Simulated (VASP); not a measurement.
# BP (F-43m) in VASP: notebook, part 2 of 2

VASP 6.6.1. The steps go on from the part before.

## Step 3: Single point, RPBE

This run uses another cell than the first one, of 11.45 Å³/atom, 0.961 times its volume.

INCAR reads:

```
SYSTEM = BP
  PREC = Accurate
  ENCUT = 520
  EDIFF = 1E-7
  ISMEAR = -1
  SIGMA = 0.05
  LREAL = .FALSE.
  LASPH = .TRUE.
  NELM = 100
  ALGO = Normal
  ISIF = 2
  LWAVE = .FALSE.
  LCHARG = .FALSE.
  GGA = RP
  NBANDS = 11
```

KPOINTS reads:

```
regular mesh
0
G
  10 10 10
  0 0 0
```

POSCAR reads:

```
BP
1.0
    0.0000000000      2.2537713532      2.2537713532
    2.2537713532      0.0000000000      2.2537713532
    2.2537713532      2.2537713532      0.0000000000
P B
1 1
Direct
    0.7500000000      0.7500000000      0.7500000000
    0.0000000000      0.0000000000      0.0000000000
```

Potentials or basis: VASP PAW PBE potentials, release 64 (P, B).

Command:

```sh
$ cat potpaw_PBE.64/P/POTCAR potpaw_PBE.64/B/POTCAR > POTCAR
$ mpirun -np 1 vasp_std > vasp.out
```

OUTCAR:

```text
SYSTEM = BP
   PREC = Accurate
   ENCUT = 520
   EDIFF = 1E-7
   ISMEAR = -1
   LREAL = .FALSE.
   LASPH = .TRUE.
   NELM = 100
   ISIF = 2
   GGA = RP

 ion  position               nearest neighbor table
   1  0.750  0.750  0.750-   2 1.95   2 1.95   2 1.95   2 1.95
   2  0.000  0.000  0.000-   1 1.95   1 1.95   1 1.95   1 1.95

  LATTYP: Found a face centered cubic cell.
 ALAT       =     4.5075427064

  Lattice vectors:

 A1 = (   0.0000000000,   2.2537713532,   2.2537713532)
 A2 = (   2.2537713532,   0.0000000000,   2.2537713532)
 A3 = (   2.2537713532,   2.2537713532,   0.0000000000)

Analysis of symmetry for initial positions (statically):
=====================================================================
 Subroutine PRICEL returns:
 Original cell was already a primitive cell.

 Routine SETGRP: Setting up the symmetry group for a
 face centered cubic supercell.

 Subroutine GETGRP returns: Found 24 space group operations
 (whereof 24 operations were pure point group operations)
 out of a pool of 48 trial point group operations.

The static configuration has the point symmetry T_d .

Analysis of symmetry for dynamics (positions and initial velocities):
[... 163 lines left out ...]
 Fermi energy:         8.3523086267

 k-point     1 :       0.0000    0.0000    0.0000
  band No.  band energies     occupation
      1      -7.8983      2.00000
      2       7.7618      1.99999
      3       7.7618      1.99999
      4       7.7618      1.99999
      5      11.1852      0.00000
      6      11.1852      0.00000
      7      11.1852      0.00000
      8      15.4862      0.00000
      9      19.5584      0.00000
     10      19.8586      0.00000
     11      19.8586      0.00000
[... 309 lines left out ...]
 k-point    24 :       0.4000    0.3000    0.0000
  band No.  band energies     occupation
      1      -4.9020      2.00000
      2       1.5357      2.00000
      3       3.6347      2.00000
      4       4.1783      2.00000
      5       9.5677      0.00000
      6      11.4008      0.00000
      7      17.3902      0.00000
      8      17.4102      0.00000
      9      22.0925      0.00000
     10      23.0588      0.00000
     11      25.2163      0.00000

 [... further k-points ...]
[... 5 lines left out ...]
  --------------------------------------------------------------------------------------
  -------------------------------------------------------------------------------------
  Total        1.0058962      1.0058962      1.0058962      0.0000000      0.0000000     -0.0000000
  in kB       70.3889005     70.3889005     70.3889005      0.0000000      0.0000000     -0.0000000
  external PRESSURE =      70.3889005 kB  Pullay stress =       0.0000000 kB

 VOLUME and BASIS-vectors are now :
 -----------------------------------------------------------------------------
  energy-cutoff  :      520.00
  volume of cell :       22.90
      direct lattice vectors                 reciprocal lattice vectors
     0.000000000  2.253771353  2.253771353    -0.221850366  0.221850366  0.221850366
     2.253771353  0.000000000  2.253771353     0.221850366 -0.221850366  0.221850366
     2.253771353  2.253771353  0.000000000     0.221850366  0.221850366 -0.221850366

 POSITION                                       TOTAL-FORCE (eV/Angst)
 -----------------------------------------------------------------------------------
      3.38066      3.38066      3.38066         0.000000      0.000000      0.000000
      0.00000      0.00000      0.00000        -0.000000     -0.000000     -0.000000
 -----------------------------------------------------------------------------------
    total drift:                               -0.000000     -0.000000     -0.000000

  FREE ENERGIE OF THE ION-ELECTRON SYSTEM (eV)
  ---------------------------------------------------
  free  energy   TOTEN  =       -12.2537675922 eV

  energy  without entropy=      -12.2537675307  energy(sigma->0) =      -12.25376756
```

OSZICAR:

```text
N       E                     dE             d eps       ncg     rms          rms(c)
DAV:   1     0.105963057506E+02    0.10596E+02   -0.40782E+03  1034   0.663E+02
DAV:   2    -0.123138117709E+02   -0.22910E+02   -0.22064E+02  1302   0.111E+02
DAV:   3    -0.129464446541E+02   -0.63263E+00   -0.63124E+00  1336   0.163E+01
DAV:   4    -0.129488967681E+02   -0.24521E-02   -0.24519E-02  1181   0.121E+00
DAV:   5    -0.129489100743E+02   -0.13306E-04   -0.13306E-04  1299   0.887E-02    0.822E+00
DAV:   6    -0.123455317062E+02    0.60338E+00   -0.13242E+00  1175   0.502E+00    0.452E+00
DAV:   7    -0.122576082232E+02    0.87923E-01   -0.25950E-01  1286   0.251E+00    0.144E+00
DAV:   8    -0.122527917434E+02    0.48165E-02   -0.25578E-02  1205   0.970E-01    0.172E-01
DAV:   9    -0.122534240420E+02   -0.63230E-03   -0.85988E-04  1202   0.194E-01    0.868E-02
DAV:  10    -0.122537457524E+02   -0.32171E-03   -0.40150E-04  1181   0.130E-01    0.258E-02
DAV:  11    -0.122537653605E+02   -0.19608E-04   -0.25702E-05  1293   0.351E-02    0.271E-02
DAV:  12    -0.122537677125E+02   -0.23520E-05   -0.46666E-06  1157   0.137E-02    0.116E-02
DAV:  13    -0.122537675332E+02    0.17928E-06   -0.82447E-08  1056   0.197E-03    0.550E-03
DAV:  14    -0.122537675922E+02   -0.58966E-07   -0.58200E-08   903   0.152E-03
   1 F= -.12253768E+02 E0= -.12253768E+02  d E =-.614991E-07
```

Wall time 22 s (1 thread of AMD EPYC 7R13, shared host); peak memory 0.11 GiB.

Results:

| Property | Result |
| --- | --- |
| Free energy | -12.2538 eV |
| Pressure | 7.0 GPa |
| Band gap on the k mesh | 1.22 eV, indirect (least direct gap 3.42 eV) |

Levels at points of the mesh, in eV from the valence-band top:
```csv
k point,band 1,band 2,band 3,band 4,band 5,band 6,band 7,band 8,band 9
"(0.00, 0.00, 0.00)",-15.66,0.00,0.00,0.00,3.42,3.42,3.42,7.72,11.80
"(0.50, 0.00, 0.00)",-12.26,-9.19,-1.79,-1.79,3.91,4.71,4.71,10.29,14.72
"(0.50, 0.50, 0.00)",-10.68,-8.73,-4.19,-4.19,1.29,1.68,12.35,12.35,15.62
```

Caveat: the PAW data sets were made with another functional, which shifts forces and pressure a little. A k mesh can miss the band edges.

## Step 4: Single point, RPBE

INCAR reads:

```
PREC = Accurate
ENCUT = 520
EDIFF = 1E-6
ISMEAR = -1
SIGMA = 0.05
LREAL = F
LASPH = T
NELM = 80
ALGO = Normal
ISIF = 2
LWAVE = F
LCHARG = T
GGA = RP
LELF = T
LVHAR = T
NBANDS = 11
```

KPOINTS reads:

```
Automatic mesh
0
Gamma
  10 10 10
```

POSCAR reads:

```
BP
1.0
    0.0000000000      2.2840269280      2.2840269280
    2.2840269280      0.0000000000      2.2840269280
    2.2840269280      2.2840269280      0.0000000000
P B
1 1
Direct
    0.7500000000      0.7500000000      0.7500000000
    0.0000000000      0.0000000000      0.0000000000
```

Potentials or basis: VASP PAW PBE potentials, release 64 (P, B).

Command:

```sh
$ cat potpaw_PBE.64/P/POTCAR potpaw_PBE.64/B/POTCAR > POTCAR
$ mpirun -np 1 vasp_std > vasp.out
```

OUTCAR:

```text
PREC = Accurate
   ENCUT = 520
   EDIFF = 1E-6
   ISMEAR = -1
   LREAL = F
   LASPH = T
   NELM = 80
   ISIF = 2
   GGA = RP

 ion  position               nearest neighbor table
   1  0.750  0.750  0.750-   2 1.98   2 1.98   2 1.98   2 1.98
   2  0.000  0.000  0.000-   1 1.98   1 1.98   1 1.98   1 1.98

  LATTYP: Found a face centered cubic cell.
 ALAT       =     4.5680538560

  Lattice vectors:

 A1 = (   0.0000000000,   2.2840269280,   2.2840269280)
 A2 = (   2.2840269280,   0.0000000000,   2.2840269280)
 A3 = (   2.2840269280,   2.2840269280,   0.0000000000)

Analysis of symmetry for initial positions (statically):
=====================================================================
 Subroutine PRICEL returns:
 Original cell was already a primitive cell.

 Routine SETGRP: Setting up the symmetry group for a
 face centered cubic supercell.

 Subroutine GETGRP returns: Found 24 space group operations
 (whereof 24 operations were pure point group operations)
 out of a pool of 48 trial point group operations.

[... 162 lines left out ...]

 val. band max:        7.2880203316   @ k =   0.0000   0.0000   0.0000
 cond. band min:       8.5688823438   @ k =   0.4000   0.4000   0.0000
 fundamental gap:      1.2808620122
 Fermi energy:         7.9098835331

 k-point     1 :       0.0000    0.0000    0.0000
  band No.  band energies     occupation
      1      -8.0132      2.00000
      2       7.2880      1.99999
      3       7.2880      1.99999
      4       7.2880      1.99999
      5      10.6536      0.00000
      6      10.6536      0.00000
      7      10.6536      0.00000
      8      14.4036      0.00000
      9      18.8242      0.00000
     10      19.2731      0.00000
     11      19.2731      0.00000
[... 309 lines left out ...]
 k-point    24 :       0.4000    0.3000    0.0000
  band No.  band energies     occupation
      1      -5.1231      2.00000
      2       1.1488      2.00000
      3       3.3112      2.00000
      4       3.8303      2.00000
      5       9.1298      0.00000
      6      10.9428      0.00000
      7      16.6441      0.00000
      8      16.6658      0.00000
      9      21.1494      0.00000
     10      22.3593      0.00000
     11      24.1761      0.00000

 [... further k-points ...]
[... 5 lines left out ...]
  --------------------------------------------------------------------------------------
  -------------------------------------------------------------------------------------
  Total        0.0409971      0.0409971      0.0409971      0.0000000      0.0000000      0.0000000
  in kB        2.7563242      2.7563242      2.7563242      0.0000000      0.0000000      0.0000000
  external PRESSURE =       2.7563242 kB  Pullay stress =       0.0000000 kB

 VOLUME and BASIS-vectors are now :
 -----------------------------------------------------------------------------
  energy-cutoff  :      520.00
  volume of cell :       23.83
      direct lattice vectors                 reciprocal lattice vectors
     0.000000000  2.284026928  2.284026928    -0.218911605  0.218911605  0.218911605
     2.284026928  0.000000000  2.284026928     0.218911605 -0.218911605  0.218911605
     2.284026928  2.284026928  0.000000000     0.218911605  0.218911605 -0.218911605

 POSITION                                       TOTAL-FORCE (eV/Angst)
 -----------------------------------------------------------------------------------
      3.42604      3.42604      3.42604        -0.000000     -0.000000     -0.000000
      0.00000      0.00000      0.00000         0.000000      0.000000      0.000000
 -----------------------------------------------------------------------------------
    total drift:                               -0.000000     -0.000000     -0.000000

  FREE ENERGIE OF THE ION-ELECTRON SYSTEM (eV)
  ---------------------------------------------------
  free  energy   TOTEN  =       -12.2749158799 eV

  energy  without entropy=      -12.2749158454  energy(sigma->0) =      -12.27491586
```

OSZICAR:

```text
N       E                     dE             d eps       ncg     rms          rms(c)
DAV:   1     0.104145282283E+02    0.10415E+02   -0.39771E+03  1034   0.653E+02
DAV:   2    -0.122489361885E+02   -0.22663E+02   -0.21651E+02  1448   0.110E+02
DAV:   3    -0.128859981188E+02   -0.63706E+00   -0.63565E+00  1285   0.159E+01
DAV:   4    -0.128886970876E+02   -0.26990E-02   -0.26985E-02  1185   0.122E+00
DAV:   5    -0.128887098107E+02   -0.12723E-04   -0.12723E-04  1268   0.847E-02    0.777E+00
DAV:   6    -0.123540153483E+02    0.53469E+00   -0.12224E+00  1160   0.471E+00    0.429E+00
DAV:   7    -0.122782023870E+02    0.75813E-01   -0.22017E-01  1294   0.232E+00    0.139E+00
DAV:   8    -0.122738932679E+02    0.43091E-02   -0.24022E-02  1205   0.926E-01    0.162E-01
DAV:   9    -0.122745564574E+02   -0.66319E-03   -0.88903E-04  1202   0.192E-01    0.778E-02
DAV:  10    -0.122748928461E+02   -0.33639E-03   -0.42754E-04  1169   0.133E-01    0.253E-02
DAV:  11    -0.122749134535E+02   -0.20607E-04   -0.27428E-05  1285   0.359E-02    0.247E-02
DAV:  12    -0.122749160677E+02   -0.26142E-05   -0.48444E-06  1148   0.141E-02    0.102E-02
DAV:  13    -0.122749158799E+02    0.18783E-06   -0.77651E-08   721   0.194E-03
   1 F= -.12274916E+02 E0= -.12274916E+02  d E =-.344749E-07
```

stdout:

```text
POSCAR found type information on POSCAR P B
 POSCAR found :  2 types and       2 ions
 scaLAPACK will be used
 -----------------------------------------------------------------------------
|                                                                             |
|                                                                             |
|     You enforced a specific xc type in the INCAR file but a different       |
|     I HOPE YOU KNOW WHAT YOU ARE DOING!                                     |
|                                                                             |
 -----------------------------------------------------------------------------

 LDA part: xc-table for (Slater+PW92), standard interpolation
 POSCAR, INCAR and KPOINTS ok, starting setup
 FFT: planning ... GRIDC
 FFT: planning ... GRID_SOFT
 FFT: planning ... GRID
 WAVECAR not read
 entering main loop
```

Wall time 22 s (1 thread of AMD EPYC 7R13, shared host); peak memory 0.11 GiB.

Results:

| Item | Value |
| --- | --- |
| Free energy | -12.2749 eV |
| Pressure | 0.3 GPa |
| Band gap on the k mesh | 1.28 eV, indirect (least direct gap 3.37 eV) |

Caveat: the PAW data sets were made with another functional, which shifts forces and pressure a little.

## Step 5: Summary

```tsv
level	cell	gap on the mesh (eV)	pressure (GPa)
PBE+D3(BJ)	a = 3.230 Å, angles 60.0°, 2 atoms	1.27	-6.5
RPBE	a = 3.187 Å, angles 60.0°, 2 atoms	1.22	7.0
RPBE	a = 3.230 Å, angles 60.0°, 2 atoms	1.28	0.3
```

Alike in all rows: task single point; potentials or basis VASP PAW PBE potentials, release 64 (P, B); no spin polarisation; k mesh 10 × 10 × 10; cutoff (eV) 520; smearing fermi-dirac 0.05 eV.

Caveats: the PAW data sets were made with another functional, which shifts forces and pressure a little (some runs).

Total energies depend on the potentials used, so only differences within one code and one set of settings carry meaning.
